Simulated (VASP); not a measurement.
# MgAu2Se2 (I4/mmm) in VASP: single point with PBEsol

Aim: the single point of MgAu2Se2 with PBEsol.

Program: VASP 6.6.1. These are calculated values, not measurements. Logs are shortened: lines on timing, memory, paths and dates and some standing lists are left out, and cuts for length are marked.

### Step 1. The cell of the first run

The structure is tetragonal, space group I4/mmm (No. 139). The conventional cell has a = 4.078 Å, b = 4.078 Å, c = 12.633 Å, α = 90.00°, β = 90.00°, γ = 90.00°. Within 4.2 Å of Mg (site symmetry 4/mmm) lie 8 Au at 3.16 Å and 8 Se at 3.76 Å and 4 Mg at 4.08 Å. Within 3.4 Å of Au (site symmetry 4mm) lie 1 Au at 2.58 Å and 4 Se at 2.77 Å and 4 Mg at 3.16 Å. Within 3.6 Å of Se (site symmetry -4m2) lie 4 Au at 2.77 Å and 4 Se at 2.88 Å.

### Step 2. Single point, PBEsol

File INCAR:

```
  PREC = Accurate
  ENCUT = 520
  EDIFF = 1E-6
  ISMEAR = -1
  SIGMA = 0.03
  LREAL = F
  LASPH = T
  NELM = 80
  ALGO = Normal
  ISIF = 2
  LWAVE = F
  LCHARG = F
  GGA = PS
  NBANDS = 26
```

File KPOINTS:

```
regular mesh
0
Gamma
  6 6 6
```

File POSCAR:

```
MgAu2Se2
1.0
   -2.0388677307      2.0388677307      6.3166498632
    2.0388677307     -2.0388677307      6.3166498632
    2.0388677307      2.0388677307     -6.3166498632
Mg Au Se
1 2 2
Direct
    0.0000000000      0.0000000000      0.0000000000
    0.6020508392      0.6020508392      0.0000000000
    0.3979491608      0.3979491608      0.0000000000
    0.7500000000      0.2500000000      0.5000000000
    0.2500000000      0.7500000000      0.5000000000
```

Potentials or basis: VASP PAW PBE potentials, release 64 (Mg, Au, Se).

Started as:

```
> cat potpaw_PBE.64/Mg/POTCAR potpaw_PBE.64/Au/POTCAR potpaw_PBE.64/Se/POTCAR > POTCAR
> mpirun -np 1 vasp_std > vasp.out
```

OUTCAR:

```text
PREC = Accurate
   ENCUT = 520
   EDIFF = 1E-6
   ISMEAR = -1
   LREAL = F
   LASPH = T
   NELM = 80
   ISIF = 2
   GGA = PS

 ion  position               nearest neighbor table
   1  0.000  0.000  0.000-   2 3.16   2 3.16   2 3.16   3 3.16   2 3.16   3 3.16   3 3.16   3 3.16

   2  0.602  0.602  0.000-   3 2.58   4 2.77   5 2.77   4 2.77   5 2.77   1 3.16   1 3.16   1 3.16
                             1 3.16
   3  0.398  0.398  0.000-   2 2.58   4 2.77   5 2.77   5 2.77   4 2.77   1 3.16   1 3.16   1 3.16
                             1 3.16
   4  0.750  0.250  0.500-   3 2.77   2 2.77   3 2.77   2 2.77
   5  0.250  0.750  0.500-   3 2.77   2 2.77   3 2.77   2 2.77

  LATTYP: Found a body centered tetragonal cell.
 ALAT       =     4.0777354614
 C/A-ratio  =     3.0981165517

  Lattice vectors:

 A1 = (  -2.0388677307,   2.0388677307,   6.3166498632)
 A2 = (   2.0388677307,  -2.0388677307,   6.3166498632)
 A3 = (   2.0388677307,   2.0388677307,  -6.3166498632)

Analysis of symmetry for initial positions (statically):
=====================================================================
 Subroutine PRICEL returns:
 Original cell was already a primitive cell.

 Routine SETGRP: Setting up the symmetry group for a
 body centered tetragonal supercell.

 Subroutine GETGRP returns: Found 16 space group operations
 (whereof 16 operations were pure point group operations)
 out of a pool of 16 trial point group operations.

The static configuration has the point symmetry D_4h.

Analysis of symmetry for dynamics (positions and initial velocities):
=====================================================================
 Subroutine PRICEL returns:
 Original cell was already a primitive cell.

 Routine SETGRP: Setting up the symmetry group for a
 body centered tetragonal supercell.

 Subroutine GETGRP returns: Found 16 space group operations
 (whereof 16 operations were pure point group operations)
 out of a pool of 16 trial point group operations.

The dynamic configuration has the point symmetry D_4h.

 Subroutine INISYM returns: Found 16 space group operations
 (whereof 16 operations are pure point group operations),
 and found     1 'primitive' translations

----------------------------------------------------------------------------------------

                                     Primitive cell

  volume of cell :     105.0328

  direct lattice vectors                    reciprocal lattice vectors
    -2.038867731  2.038867731  6.316649863     0.000000000  0.245234153  0.079155883
     2.038867731 -2.038867731  6.316649863     0.245234153  0.000000000  0.079155883
     2.038867731  2.038867731 -6.316649863     0.245234153  0.245234153  0.000000000

  length of vectors
     6.943632244  6.943632244  6.943632244     0.257692537  0.257692537  0.346813464

  position of ions in fractional coordinates (direct lattice)
     0.000000000  0.000000000  0.000000000
     0.602050839  0.602050839  0.000000000
     0.397949161  0.397949161  0.000000000
     0.750000000  0.250000000  0.500000000
     0.250000000  0.750000000  0.500000000

  ion indices of the primitive-cell ions
   primitive index   ion index
                 1           1
                 2           2
                 3           3
                 4           4
                 5           5

----------------------------------------------------------------------------------------

 KPOINTS: regular mesh

Automatic generation of k-mesh.
 Grid dimensions read from file:
 generate k-points for:    6    6    6

 Generating k-lattice:

  Cartesian coordinates                     Fractional coordinates (reciprocal lattice)
     0.000000000  0.040872359  0.013192647     0.166666667  0.000000000 -0.000000000
     0.040872359  0.000000000  0.013192647     0.000000000  0.166666667 -0.000000000
     0.040872359  0.040872359  0.000000000     0.000000000  0.000000000  0.166666667

  Length of vectors
     0.042948756  0.042948756  0.057802244

  Shift w.r.t. Gamma in fractional coordinates (k-lattice)
     0.000000000  0.000000000  0.000000000

 Subroutine IBZKPT returns following result:
 ===========================================

 Found     30 irreducible k-points:

 Following reciprocal coordinates:
            Coordinates               Weight
  0.000000  0.000000  0.000000      1.000000
  0.166667  0.000000 -0.000000      8.000000
  0.333333  0.000000 -0.000000      8.000000
  0.500000  0.000000 -0.000000      4.000000
  0.166667  0.166667  0.000000      8.000000
  0.333333  0.166667  0.000000     16.000000
[... 16 lines left out ...]
 -0.333333 -0.333333  0.166667      8.000000
 -0.166667 -0.333333  0.166667      8.000000
 [... further k-points ...]
   k-points           NKPTS =     30   k-points in BZ     NKDIM =     30   number of bands    NBANDS=     26
   number of dos      NEDOS =    301   number of ions     NIONS =      5
   total plane-waves  NPLWV = 157464
   dimension x,y,z NGX =    54 NGY =   54 NGZ =   54
   dimension x,y,z NGXF=   108 NGYF=  108 NGZF=  108
   ions per type =               1   2   2
   NGX,Y,Z   is equivalent  to a cutoff of  12.93, 12.93, 12.93 a.u.
   NGXF,Y,Z  is equivalent  to a cutoff of  25.86, 25.86, 25.86 a.u.
 SYSTEM =  unknown system
   PREC   = accura    normal or accurate (medium, high low for compatibility)
   ISTART =      0    job   : 0-new  1-cont  2-samecut
   ICHARG =      2    charge: 1-file 2-atom 10-const
   ISPIN  =      1    spin polarized calculation?
   LNONCOLLINEAR =      F non collinear calculations
   LSORBIT =      F    spin-orbit coupling
   LASPH  =      T    aspherical Exc in radial PAW
   ENCUT  =  520.0 eV  38.22 Ry    6.18 a.u.  12.91 12.91 12.91*2*pi/ulx,y,z
   NELM   =     80;   NELMIN=  2; NELMDL= -5     # of ELM steps
   EDIFF  = 0.1E-05   stopping-criterion for ELM
   LREAL  =      F    real-space projection
   EDIFFG = 0.1E-04   stopping-criterion for IOM
   NSW    =      0    number of steps for IOM
   IBRION =     -1    ionic relax: 0-MD 1-quasi-New 2-CG
   NFREE  =      0    steps in history (QN), initial steepest desc. (CG)
   ISIF   =      2    stress and relaxation
   ISYM   =      2    0-nonsym 1-usesym 2-fastsym
   POTIM  = 0.5000    time-step for ionic-motion
   TEBEG  =    0.0;   TEEND  =   0.0 temperature during run
   PSTRESS=    0.0 pullay stress
   NELECT =      36.0000    total number of electrons
   NUPDOWN=      -1.0000    fix difference up-down
   EMIN   =  10.00;   EMAX   =-10.00  energy-range for DOS
   EFERMI =   0.00;   METHOD = LEGACY
   ISMEAR =    -1;   SIGMA  =   0.03  broadening in eV -4-tet -1-fermi 0-gaus
   EFERMI_NEDOS =   21; number of points for ismear=-14 and -15
   IALGO  =     38    algorithm
   IMIX   =      4    mixing-type and parameters
     AMIX     =   0.40;   BMIX     =  1.00
     AMIX_MAG =   1.60;   BMIX_MAG =  1.00
  volume/ion in A,a.u.               =      21.01       141.76
  Fermi-wavevector in a.u.,A,eV,Ry     =   1.145691  2.165041 17.859103  1.312607
  Thomas-Fermi vector in A             =   2.282378
   LORBIT       =      0    0 simple, 1 ext, 2 COOP (PROOUT), +10 PAW based schemes
   GGA     = PS    functional components
   LHFCALC =     F    Hartree Fock is set to
   AEXX    =    0.0000 exact exchange contribution
   IVDW    =     0    specifies the selected vdW correction
   LEPSILON=     F    determine dielectric tensor
   LRPA    =     F    only Hartree local field effects (RPA)
 non-spin polarized calculation
  energy-cutoff  :      520.00
  volume of cell :      105.03
 maximum number of plane-waves:      2848
 NGX is ok and might be reduce to    54
   NGX = 25   NGY = 25   NGZ = 25

 number of electron      35.9999998 magnetization

 Free energy of the ion-electron system (eV)
  ---------------------------------------------------
  ext. energy  EPLUGINS =         0.00000000
  ---------------------------------------------------
  free energy    TOTEN  =       -17.10562640 eV

  energy without entropy =      -17.10397572  energy(sigma->0) =      -17.10480106

 E-fermi :   5.9369     XC(G=0): -10.4902

 val. band max:        5.9007447717   @ k =   0.1667   0.1667   0.1667
 cond. band min:       6.1183025045   @ k =   0.5000   0.3333   0.0000
 fundamental gap:      0.2175577328
 Fermi energy:         5.9368597140

 k-point     1 :       0.0000    0.0000    0.0000
  band No.  band energies     occupation
      1      -9.8852      2.00000
      2      -5.8720      2.00000
      3      -1.1034      2.00000
      4      -0.3421      2.00000
      5      -0.3421      2.00000
      6      -0.0785      2.00000
[... 18 lines left out ...]
     25      11.5966      0.00000
     26      12.5344      0.00000

 k-point     2 :       0.1667    0.0000   -0.0000
  band No.  band energies     occupation
      1      -9.6920      2.00000
      2      -6.2816      2.00000
      3      -1.0424      2.00000
      4      -0.2554      2.00000
      5      -0.2283      2.00000
      6       0.0981      2.00000
[... 18 lines left out ...]
     25      12.1821      0.00000
     26      12.7388      0.00000

 k-point     3 :       0.3333    0.0000   -0.0000
  band No.  band energies     occupation
      1      -9.1310      2.00000
      2      -7.2257      2.00000
      3      -0.7774      2.00000
      4      -0.2230      2.00000
      5       0.0204      2.00000
      6       0.1127      2.00000
[... 18 lines left out ...]
     25      12.7078      0.00000
     26      13.1116      0.00000

 k-point     4 :       0.5000    0.0000   -0.0000
  band No.  band energies     occupation
      1      -8.2721      2.00000
      2      -8.2572      2.00000
      3      -0.5783      2.00000
      4      -0.0622      2.00000
      5      -0.0125      2.00000
      6       0.1553      2.00000
[... 18 lines left out ...]
     25      12.3742      0.00000
     26      12.4867      0.00000
[... 496 lines left out ...]
      1      -9.1177      2.00000
      2      -7.2328      2.00000
      3      -1.1423      2.00000
      4      -0.2836      2.00000
      5      -0.1677      2.00000
      6       0.2433      2.00000
[... 18 lines left out ...]
     25      12.4164      0.00000
     26      12.8750      0.00000

 k-point    23 :      -0.3333   -0.3333    0.1667
  band No.  band energies     occupation
      1      -9.4883      2.00000
      2      -6.5529      2.00000
      3      -1.6111      2.00000
      4      -0.9557      2.00000
      5       0.0960      2.00000
      6       0.1937      2.00000
[... 18 lines left out ...]
     25      11.8446      0.00000
     26      12.6247      0.00000

 k-point    24 :      -0.1667   -0.3333    0.1667
  band No.  band energies     occupation
      1      -9.6787      2.00000
      2      -6.2855      2.00000
      3      -1.5656      2.00000
      4      -0.4428      2.00000
      5      -0.4143      2.00000
      6       0.1696      2.00000
[... 18 lines left out ...]
     25      12.0054      0.00000
     26      12.6630      0.00000

 [... further k-points ...]
[... 5 lines left out ...]
  --------------------------------------------------------------------------------------
  -------------------------------------------------------------------------------------
  Total       -0.0579156     -0.0579156     -0.0807761      0.0000000      0.0000000      0.0000000
  in kB       -0.8834484     -0.8834484     -1.2321646      0.0000000      0.0000000      0.0000000
  external PRESSURE =      -0.9996872 kB  Pullay stress =       0.0000000 kB

 VOLUME and BASIS-vectors are now :
 -----------------------------------------------------------------------------
  energy-cutoff  :      520.00
  volume of cell :      105.03
      direct lattice vectors                 reciprocal lattice vectors
    -2.038867731  2.038867731  6.316649863     0.000000000  0.245234153  0.079155883
     2.038867731 -2.038867731  6.316649863     0.245234153  0.000000000  0.079155883
     2.038867731  2.038867731 -6.316649863     0.245234153  0.245234153  0.000000000

 POSITION                                       TOTAL-FORCE (eV/Angst)
 -----------------------------------------------------------------------------------
      0.00000      0.00000      0.00000        -0.000000     -0.000000     -0.000000
      0.00000      0.00000      7.60589        -0.000000     -0.000000     -0.025454
      0.00000      0.00000      5.02741         0.000000      0.000000      0.025454
      0.00000      2.03887      3.15832        -0.000000     -0.000000     -0.000000
      2.03887      0.00000      3.15832        -0.000000     -0.000000      0.000000
 -----------------------------------------------------------------------------------
    total drift:                               -0.000000     -0.000000      0.000000

  FREE ENERGIE OF THE ION-ELECTRON SYSTEM (eV)
  ---------------------------------------------------
  free  energy   TOTEN  =       -17.1056263999 eV

  energy  without entropy=      -17.1039757236  energy(sigma->0) =      -17.10480106
```

Wall time 2.4 min (1 thread of Intel Xeon 6975P-C (Granite Rapids), shared host); peak memory 0.45 GiB.

Results:

```yaml
Free_energy: -17.1056 eV
Pressure: -0.1 GPa
Largest_force: 0.025 eV/Å
Band_gap_on_the_k_mesh: zero (band 18 reaches 7.11 eV, above the bottom of band 19 at 4.60 eV)
```

Forces in eV/Å, atoms in the order of the input:
```
Mg   0.000  0.000  0.000
Au   0.000  0.000 -0.025
Au   0.000  0.000  0.025
Se   0.000  0.000  0.000
Se   0.000  0.000  0.000
```

Levels at points of the mesh, in eV from the Fermi level:
```tsv
k point	band 15	band 16	band 17	band 18	band 19	band 20	band 21	band 22
(0.00, 0.00, 0.00)	-2.11	-2.11	0.19	1.05	1.05	1.89	2.47	2.47
(0.50, 0.00, 0.00)	-2.79	-2.29	-2.05	-1.84	-1.33	0.30	2.95	3.13
(0.50, 0.50, 0.00)	-3.25	-2.45	-1.79	0.40	1.10	1.18	2.50	2.52
(0.50, 0.50, 0.50)	-3.50	-2.67	0.18	0.29	1.37	1.37	2.03	4.20
```

Caveat: the k points lie up to 0.36 Å⁻¹ apart; the PAW data sets were made with another functional, which shifts forces and pressure a little; spin-orbit coupling is left out, which moves the levels of the heavy elements.
